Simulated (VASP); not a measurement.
# ZnCu (P4/mmm) in VASP: notebook

ZnCu is run at these levels: PBE; tasks: single point.

All numbers are computed with VASP 6.6.1; they aren't measurements. Logs are shortened: lines on timing, memory, paths and dates and some standing lists are left out, and cuts for length are marked.

## Step 1: The cell of the first run

It takes space group P4/mmm (No. 123, tetragonal). Conventional cell: a = 3.306 Å, b = 3.306 Å, c = 2.337 Å, α = 90.00°, β = 90.00°, γ = 90.00°. Within 3.1 Å of Zn (site symmetry 4/mmm) lie 2 Zn at 2.34 Å and 8 Cu at 2.61 Å. Within 3.1 Å of Cu (site symmetry 4/mmm) lie 2 Cu at 2.34 Å and 8 Zn at 2.61 Å.

## Step 2: Single point, PBE

INCAR

```
SYSTEM = ZnCu
ALGO     = Fast           ! electronic algorithm
EDIFF    = 1E-7           ! SCF threshold, eV
ENCUT    = 520            ! plane-wave cutoff, eV
GGA      = PE             ! functional
ISIF     = 2              ! what is computed and relaxed
ISMEAR   = 0              ! smearing method
LASPH    = .TRUE.         ! aspherical terms in the spheres
LCHARG   = .FALSE.        ! write CHGCAR
LREAL    = .FALSE.        ! projectors in reciprocal space
LWAVE    = .FALSE.        ! write WAVECAR
NBANDS   = 18             ! bands
NELM     = 80             ! most SCF steps
PREC     = Accurate       ! precision mode
SIGMA    = 0.15           ! smearing width, eV
```

KPOINTS

```
k-points
0
G
  18 18 18
  0 0 0
```

POSCAR

```
ZnCu
1.0
    3.3058171460      0.0000000000      0.0000000000
    0.0000000000      3.3058171460      0.0000000000
    0.0000000000      0.0000000000      2.3372127222
Zn Cu
1 1
Direct
    0.5000000000      0.5000000000      0.5000000000
    0.0000000000      0.0000000000      0.0000000000
```

Potentials or basis: VASP PAW PBE potentials, release 64 (Zn, Cu).

Launch:

```
> cat potpaw_PBE.64/Zn/POTCAR potpaw_PBE.64/Cu/POTCAR > POTCAR
> mpirun -np 1 vasp_std > vasp.out
```

OUTCAR:

```text
SYSTEM = ZnCu
   EDIFF = 1E-7
   ENCUT = 520
   GGA = PE
   ISIF = 2
   ISMEAR = 0
   LASPH = .TRUE.
   LREAL = .FALSE.
   NELM = 80
   PREC = Accurate

 ion  position               nearest neighbor table
   1  0.500  0.500  0.500-   2 2.61   2 2.61   2 2.61   2 2.61   2 2.61   2 2.61   2 2.61   2 2.61

   2  0.000  0.000  0.000-   1 2.61   1 2.61   1 2.61   1 2.61   1 2.61   1 2.61   1 2.61   1 2.61

  LATTYP: Found a simple tetragonal cell.
 ALAT       =     3.3058171460
 C/A-ratio  =     0.7070000000

  Lattice vectors:

 A1 = (   3.3058171460,   0.0000000000,   0.0000000000)
 A2 = (   0.0000000000,   3.3058171460,   0.0000000000)
 A3 = (   0.0000000000,   0.0000000000,   2.3372127222)

Analysis of symmetry for initial positions (statically):
=====================================================================
 Subroutine PRICEL returns:
 Original cell was already a primitive cell.

 Routine SETGRP: Setting up the symmetry group for a
 simple tetragonal supercell.

 Subroutine GETGRP returns: Found 16 space group operations
 (whereof 16 operations were pure point group operations)
 out of a pool of 16 trial point group operations.

The static configuration has the point symmetry D_4h.

Analysis of symmetry for dynamics (positions and initial velocities):
=====================================================================
 Subroutine PRICEL returns:
 Original cell was already a primitive cell.

 Routine SETGRP: Setting up the symmetry group for a
 simple tetragonal supercell.

 Subroutine GETGRP returns: Found 16 space group operations
 (whereof 16 operations were pure point group operations)
 out of a pool of 16 trial point group operations.

The dynamic configuration has the point symmetry D_4h.

 Subroutine INISYM returns: Found 16 space group operations
 (whereof 16 operations are pure point group operations),
 and found     1 'primitive' translations

----------------------------------------------------------------------------------------

                                     Primitive cell

  volume of cell :      25.5421

  direct lattice vectors                    reciprocal lattice vectors
     3.305817146  0.000000000  0.000000000     0.302497070  0.000000000  0.000000000
     0.000000000  3.305817146  0.000000000     0.000000000  0.302497070  0.000000000
     0.000000000  0.000000000  2.337212722     0.000000000  0.000000000  0.427860070

  length of vectors
     3.305817146  3.305817146  2.337212722     0.302497070  0.302497070  0.427860070

  position of ions in fractional coordinates (direct lattice)
     0.500000000  0.500000000  0.500000000
     0.000000000  0.000000000  0.000000000

  ion indices of the primitive-cell ions
   primitive index   ion index
                 1           1
                 2           2

----------------------------------------------------------------------------------------

 KPOINTS: k-points

Automatic generation of k-mesh.
 Grid dimensions read from file:
 generate k-points for:   18   18   18

 Generating k-lattice:

  Cartesian coordinates                     Fractional coordinates (reciprocal lattice)
     0.016805393  0.000000000  0.000000000     0.055555556  0.000000000  0.000000000
     0.000000000  0.016805393  0.000000000     0.000000000  0.055555556  0.000000000
     0.000000000  0.000000000  0.023770004     0.000000000  0.000000000  0.055555556

  Length of vectors
     0.016805393  0.016805393  0.023770004

  Shift w.r.t. Gamma in fractional coordinates (k-lattice)
     0.000000000  0.000000000  0.000000000

 Subroutine IBZKPT returns following result:
 ===========================================

 Found    550 irreducible k-points:

 Following reciprocal coordinates:
            Coordinates               Weight
  0.000000  0.000000  0.000000      1.000000
  0.055556  0.000000  0.000000      4.000000
  0.111111  0.000000  0.000000      4.000000
  0.166667  0.000000  0.000000      4.000000
  0.222222  0.000000  0.000000      4.000000
  0.277778  0.000000  0.000000      4.000000
[... 16 lines left out ...]
  0.277778  0.111111  0.000000      8.000000
  0.333333  0.111111  0.000000      8.000000
 [... further k-points ...]
   k-points           NKPTS =    550   k-points in BZ     NKDIM =    550   number of bands    NBANDS=     18
   number of dos      NEDOS =    301   number of ions     NIONS =      2
   total plane-waves  NPLWV =  14112
   dimension x,y,z NGX =    28 NGY =   28 NGZ =   18
   dimension x,y,z NGXF=    56 NGYF=   56 NGZF=   36
   ions per type =               1   1
   NGX,Y,Z   is equivalent  to a cutoff of  14.08, 14.08, 12.80 a.u.
   NGXF,Y,Z  is equivalent  to a cutoff of  28.16, 28.16, 25.61 a.u.
 SYSTEM =  ZnCu
   PREC   = accura    normal or accurate (medium, high low for compatibility)
   ISTART =      0    job   : 0-new  1-cont  2-samecut
   ICHARG =      2    charge: 1-file 2-atom 10-const
   ISPIN  =      1    spin polarized calculation?
   LNONCOLLINEAR =      F non collinear calculations
   LSORBIT =      F    spin-orbit coupling
   LASPH  =      T    aspherical Exc in radial PAW
   ENCUT  =  520.0 eV  38.22 Ry    6.18 a.u.   6.15  6.15  4.35*2*pi/ulx,y,z
   NELM   =     80;   NELMIN=  2; NELMDL= -5     # of ELM steps
   EDIFF  = 0.1E-06   stopping-criterion for ELM
   LREAL  =      F    real-space projection
   EDIFFG = 0.1E-05   stopping-criterion for IOM
   NSW    =      0    number of steps for IOM
   IBRION =     -1    ionic relax: 0-MD 1-quasi-New 2-CG
   NFREE  =      0    steps in history (QN), initial steepest desc. (CG)
   ISIF   =      2    stress and relaxation
   ISYM   =      2    0-nonsym 1-usesym 2-fastsym
   POTIM  = 0.5000    time-step for ionic-motion
   TEBEG  =    0.0;   TEEND  =   0.0 temperature during run
   PSTRESS=    0.0 pullay stress
   NELECT =      23.0000    total number of electrons
   NUPDOWN=      -1.0000    fix difference up-down
   EMIN   =  10.00;   EMAX   =-10.00  energy-range for DOS
   EFERMI =   0.00;   METHOD = LEGACY
   ISMEAR =     0;   SIGMA  =   0.15  broadening in eV -4-tet -1-fermi 0-gaus
   EFERMI_NEDOS =   21; number of points for ismear=-14 and -15
   IALGO  =     68    algorithm
   IMIX   =      4    mixing-type and parameters
     AMIX     =   0.40;   BMIX     =  1.00
     AMIX_MAG =   1.60;   BMIX_MAG =  1.00
  volume/ion in A,a.u.               =      12.77        86.18
  Fermi-wavevector in a.u.,A,eV,Ry     =   1.580880  2.987429 34.003415  2.499180
  Thomas-Fermi vector in A             =   2.681040
   LORBIT       =      0    0 simple, 1 ext, 2 COOP (PROOUT), +10 PAW based schemes
   GGA     = PE    functional components
   LHFCALC =     F    Hartree Fock is set to
   AEXX    =    0.0000 exact exchange contribution
   IVDW    =     0    specifies the selected vdW correction
   LEPSILON=     F    determine dielectric tensor
   LRPA    =     F    only Hartree local field effects (RPA)
 non-spin polarized calculation
 RMM-DIIS sequential band-by-band and
 Gauss-broadening in eV      SIGMA  =   0.15
  energy-cutoff  :      520.00
  volume of cell :       25.54
 maximum number of plane-waves:       712
 NGX is ok and might be reduce to    28

 number of electron      22.9999989 magnetization

 Free energy of the ion-electron system (eV)
  ---------------------------------------------------
  ext. energy  EPLUGINS =         0.00000000
  ---------------------------------------------------
  free energy    TOTEN  =        -4.56698952 eV

  energy without entropy =       -4.56013536  energy(sigma->0) =       -4.56356244

 E-fermi :   5.6202     XC(G=0): -12.3645

 val. band max:        5.6138874887   @ k =   0.4444   0.4444   0.3333
 cond. band min:       5.6220616149   @ k =   0.5000   0.1667   0.4444
 fundamental gap:      0.0081741262
 Fermi energy:         5.6202341747

 k-point     1 :       0.0000    0.0000    0.0000
  band No.  band energies     occupation
      1      -4.8710      2.00000
      2      -2.9735      2.00000
      3      -2.3799      2.00000
      4      -2.0300      2.00000
      5      -1.4340      2.00000
      6      -1.4340      2.00000
[... 10 lines left out ...]
     17      22.3091      0.00000
     18      22.3091      0.00000

 k-point     2 :       0.0556    0.0000    0.0000
  band No.  band energies     occupation
      1      -4.8296      2.00000
      2      -2.9692      2.00000
      3      -2.3717      2.00000
      4      -2.0308      2.00000
      5      -1.4348      2.00000
      6      -1.4335      2.00000
[... 10 lines left out ...]
     17      22.0017      0.00000
     18      22.3144      0.00000

 k-point     3 :       0.1111    0.0000    0.0000
  band No.  band energies     occupation
      1      -4.7069      2.00000
      2      -2.9555      2.00000
      3      -2.3479      2.00000
      4      -2.0330      2.00000
      5      -1.4370      2.00000
      6      -1.4320      2.00000
[... 10 lines left out ...]
     17      21.2636      0.00000
     18      22.4826      0.00000

 k-point     4 :       0.1667    0.0000    0.0000
  band No.  band energies     occupation
      1      -4.5078      2.00000
      2      -2.9301      2.00000
      3      -2.3099      2.00000
      4      -2.0365      2.00000
      5      -1.4403      2.00000
      6      -1.4297      2.00000
[... 10 lines left out ...]
     17      20.3594      0.00000
     18      22.7608      0.00000

 k-point     5 :       0.2222    0.0000    0.0000
  band No.  band energies     occupation
      1      -4.2438      2.00000
      2      -2.8864      2.00000
      3      -2.2591      2.00000
      4      -2.0406      2.00000
      5      -1.4445      2.00000
      6      -1.4270      2.00000
[... 10 lines left out ...]
     17      19.4345      0.00000
     18      23.1456      0.00000

 k-point     6 :       0.2778    0.0000    0.0000
  band No.  band energies     occupation
      1      -3.9404      2.00000
      2      -2.8093      2.00000
      3      -2.1943      2.00000
      4      -2.0450      2.00000
      5      -1.4488      2.00000
      6      -1.4240      2.00000
[... 10 lines left out ...]
     17      19.8305      0.00000
     18      23.6326      0.00000

 k-point     7 :       0.3333    0.0000    0.0000
  band No.  band energies     occupation
      1      -3.6510      2.00000
      2      -2.6719      2.00000
      3      -2.1011      2.00000
      4      -2.0491      2.00000
      5      -1.4530      2.00000
      6      -1.4212      2.00000
[... 10 lines left out ...]
     17      21.6599      0.00000
     18      24.2150      0.00000

 k-point     8 :       0.3889    0.0000    0.0000
  band No.  band energies     occupation
      1      -3.4457      2.00000
      2      -2.4828      2.00000
      3      -2.0525      2.00000
      4      -1.9172      2.00000
      5      -1.4563      2.00000
      6      -1.4190      2.00000
[... 10 lines left out ...]
     17      23.5504      0.00000
     18      24.8817      0.00000
[... 229 lines left out ...]
     17      26.1277      0.00000
     18      27.0299      0.00000

 k-point    20 :       0.1111    0.1111    0.0000
  band No.  band energies     occupation
      1      -4.5479      2.00000
      2      -2.9360      2.00000
      3      -2.3155      2.00000
      4      -2.0365      2.00000
      5      -1.4390      2.00000
      6      -1.4319      2.00000
[... 10 lines left out ...]
     17      22.7037      0.00000
     18      22.7545      0.00000

 k-point    21 :       0.1667    0.1111    0.0000
  band No.  band energies     occupation
      1      -4.3566      2.00000
      2      -2.9078      2.00000
      3      -2.2772      2.00000
      4      -2.0396      2.00000
      5      -1.4421      2.00000
      6      -1.4310      2.00000
[... 10 lines left out ...]
     17      22.5560      0.00000
     18      22.9777      0.00000

 k-point    22 :       0.2222    0.1111    0.0000
  band No.  band energies     occupation
      1      -4.1065      2.00000
      2      -2.8588      2.00000
      3      -2.2278      2.00000
      4      -2.0400      2.00000
      5      -1.4463      2.00000
      6      -1.4297      2.00000
[... 10 lines left out ...]
     17      21.8414      0.00000
     18      23.3569      0.00000

 k-point    23 :       0.2778    0.1111    0.0000
  band No.  band energies     occupation
      1      -3.8276      2.00000
      2      -2.7722      2.00000
      3      -2.1748      2.00000
      4      -2.0251      2.00000
      5      -1.4507      2.00000
      6      -1.4281      2.00000
[... 10 lines left out ...]
     17      20.9901      0.00000
     18      23.8367      0.00000

 k-point    24 :       0.3333    0.1111    0.0000
  band No.  band energies     occupation
      1      -3.5749      2.00000
      2      -2.6248      2.00000
      3      -2.1428      2.00000
      4      -1.9492      2.00000
      5      -1.4550      2.00000
      6      -1.4266      2.00000
[... 10 lines left out ...]
     17      21.8030      0.00000
     18      24.4106      0.00000

 [... further k-points ...]
[... 5 lines left out ...]
  --------------------------------------------------------------------------------------
  -------------------------------------------------------------------------------------
  Total       -0.2355687     -0.2355687      5.7593571      0.0000000      0.0000000      0.0000000
  in kB      -14.7765209    -14.7765209    361.2673325      0.0000000      0.0000000      0.0000000
  external PRESSURE =     110.5714302 kB  Pullay stress =       0.0000000 kB

 VOLUME and BASIS-vectors are now :
 -----------------------------------------------------------------------------
  energy-cutoff  :      520.00
  volume of cell :       25.54
      direct lattice vectors                 reciprocal lattice vectors
     3.305817146  0.000000000  0.000000000     0.302497070  0.000000000  0.000000000
     0.000000000  3.305817146  0.000000000     0.000000000  0.302497070  0.000000000
     0.000000000  0.000000000  2.337212722     0.000000000  0.000000000  0.427860070

 POSITION                                       TOTAL-FORCE (eV/Angst)
 -----------------------------------------------------------------------------------
      1.65291      1.65291      1.16861         0.000000      0.000000      0.000000
      0.00000      0.00000      0.00000         0.000000      0.000000      0.000000
 -----------------------------------------------------------------------------------
    total drift:                                0.000000      0.000000      0.000000

  FREE ENERGIE OF THE ION-ELECTRON SYSTEM (eV)
  ---------------------------------------------------
  free  energy   TOTEN  =        -4.5669895185 eV

  energy  without entropy=       -4.5601353612  energy(sigma->0) =       -4.56356244
```

It took 7.6 min on 1 thread of Oxide Virtual Turin-like, shared host; peak memory 0.33 GiB.

Results:

```yaml
Free_energy: -4.5670 eV
Pressure: 11.1 GPa
Band_gap_on_the_k_mesh: zero (an odd number of electrons rules out a gap without spin polarisation)
```

Levels at points of the mesh, in eV from the Fermi level:
```csv
k point,band 10,band 11,band 12,band 13,band 14,band 15
"(0.00, 0.00, 0.00)",-2.45,-2.45,2.58,2.58,7.00,8.40
"(0.50, 0.00, 0.00)",-2.75,-2.54,-2.46,7.26,7.80,9.31
"(0.50, 0.50, 0.00)",-2.92,-2.48,-2.48,-0.25,-0.17,22.41
"(0.00, 0.00, 0.50)",-3.00,-2.36,-0.32,11.17,11.17,11.46
"(0.50, 0.00, 0.50)",-2.32,-1.07,-0.29,3.40,4.29,12.16
"(0.50, 0.50, 0.50)",-2.23,2.82,3.76,5.03,5.52,5.52
```

Caveat: the stress differs along the axes, from -1 to 36 GPa.

## Step 3: Single point, PBE

This run uses another cell than the first one, of the same volume but with other edges.

INCAR

```
PREC = Accurate ; ENCUT = 520
EDIFF = 1E-7 ; ISMEAR = 0
SIGMA = 0.15 ; LREAL = F
LASPH = T ; NELM = 60
ALGO = Fast ; ISIF = 2
LWAVE = F ; LCHARG = F
GGA = PE ; NBANDS = 18
```

KPOINTS

```
Automatic mesh
0
Gamma
  18 18 18
```

POSCAR

```
ZnCu
1.0
    2.6238288076      0.0000000000      0.0000000000
    0.0000000000      2.6238288076      0.0000000000
    0.0000000000      0.0000000000      3.7100939339
Zn Cu
1 1
Direct
    0.5000000000      0.5000000000      0.5000000000
    0.0000000000      0.0000000000      0.0000000000
```

Potentials or basis: VASP PAW PBE potentials, release 64 (Zn, Cu).

Launch:

```
> cat potpaw_PBE.64/Zn/POTCAR potpaw_PBE.64/Cu/POTCAR > POTCAR
> mpirun -np 1 vasp_std > vasp.out
```

Run time: 6.5 min. Hardware: 1 thread of Oxide Virtual Turin-like, shared host; peak memory 0.33 GiB.

The run converged. Its results:

| Quantity | Value |
| --- | --- |
| Free energy | -4.9917 eV |
| Pressure | 2.8 GPa |
| Band gap on the k mesh | zero (an odd number of electrons rules out a gap without spin polarisation) |

Stress tensor (GPa, compression positive):
```
3.49 0.00 0.00
0.00 3.49 0.00
0.00 0.00 1.27
```

Levels at points of the mesh, in eV from the Fermi level:
```
           k point  band 9  band 10  band 11  band 12  band 13  band 14  band 15  band 16
(0.00, 0.00, 0.00)   -2.68    -2.68    -2.39    -0.03     4.55    10.78    10.78    14.90
(0.50, 0.00, 0.00)   -3.73    -2.94    -2.70    -1.20     7.37     7.38     8.05     8.93
(0.50, 0.50, 0.00)   -2.85    -2.01    -0.08    -0.08     4.17     4.76    10.18    10.93
(0.00, 0.00, 0.50)   -3.19    -2.86    -2.86    -2.40    13.90    13.90    15.08    15.08
(0.50, 0.00, 0.50)   -2.65    -2.65    -2.64    -1.98     0.94     1.74    18.06    18.83
(0.50, 0.50, 0.50)   -2.75    -2.01     3.84     3.84     4.42     4.42     4.88     5.65
```

## Step 4: Single point, PBE

This run uses another cell than the first one, of the same volume but with other edges.

INCAR

```
PREC     = Accurate       # precision mode
ENCUT    = 520            # plane-wave cutoff, eV
EDIFF    = 1E-7           # SCF threshold, eV
ISMEAR   = 0              # smearing method
SIGMA    = 0.15           # smearing width, eV
LREAL    = False          # projectors in reciprocal space
LASPH    = True           # aspherical terms in the spheres
NELM     = 100            # most SCF steps
ALGO     = Fast           # electronic algorithm
ISIF     = 2              # what is computed and relaxed
LWAVE    = False          # write WAVECAR
LCHARG   = True           # write CHGCAR
GGA      = PE             # functional
LELF     = True           # ELF
LVHAR    = True         
NBANDS   = 18             # bands
```

KPOINTS is that of step 3.

POSCAR

```
ZnCu
1.0
    3.1089398804      0.0000000000      0.0000000000
    0.0000000000      3.1089398804      0.0000000000
    0.0000000000      0.0000000000      2.6425988983
Zn Cu
1 1
Direct
    0.5000000000      0.5000000000      0.5000000000
    0.0000000000      0.0000000000      0.0000000000
```

Launch:

```
> cat potpaw_PBE.64/Zn/POTCAR potpaw_PBE.64/Cu/POTCAR > POTCAR
> mpirun -np 1 vasp_std > vasp.out
```

It took 6.1 min on 1 thread of Oxide Virtual Turin-like, shared host; peak memory 0.32 GiB.

It converged, with:

```yaml
Free_energy: -4.9659 eV
Pressure: 3.8 GPa
Band_gap_on_the_k_mesh: zero (an odd number of electrons rules out a gap without spin polarisation)
```

Stress tensor (GPa, compression positive):
```
1.50 0.00 0.00
0.00 1.50 0.00
0.00 0.00 8.47
```

Levels at points of the mesh, in eV from the Fermi level:
| k point | band 9 | band 10 | band 11 | band 12 | band 13 | band 14 | band 15 | band 16 |
| --- | --- | --- | --- | --- | --- | --- | --- | --- |
| (0.00, 0.00, 0.00) | -2.86 | -2.66 | -2.66 | 4.41 | 4.41 | 9.50 | 9.82 | 10.50 |
| (0.50, 0.00, 0.00) | -3.48 | -2.94 | -2.71 | -2.37 | 9.52 | 10.09 | 11.61 | 12.78 |
| (0.50, 0.50, 0.00) | -2.74 | -2.70 | -2.58 | -2.58 | 0.75 | 0.98 | 17.22 | 18.79 |
| (0.00, 0.00, 0.50) | -3.54 | -3.54 | -2.95 | -1.26 | 11.25 | 11.25 | 11.68 | 11.68 |
| (0.50, 0.00, 0.50) | -2.92 | -2.43 | -1.62 | -1.28 | 2.35 | 2.88 | 12.80 | 14.18 |
| (0.50, 0.50, 0.50) | -2.64 | -2.36 | 3.61 | 3.92 | 4.10 | 4.71 | 4.71 | 5.03 |

Caveat: the stress differs along the axes, from 1 to 8 GPa.

(Part 1 of 2 ends here.)
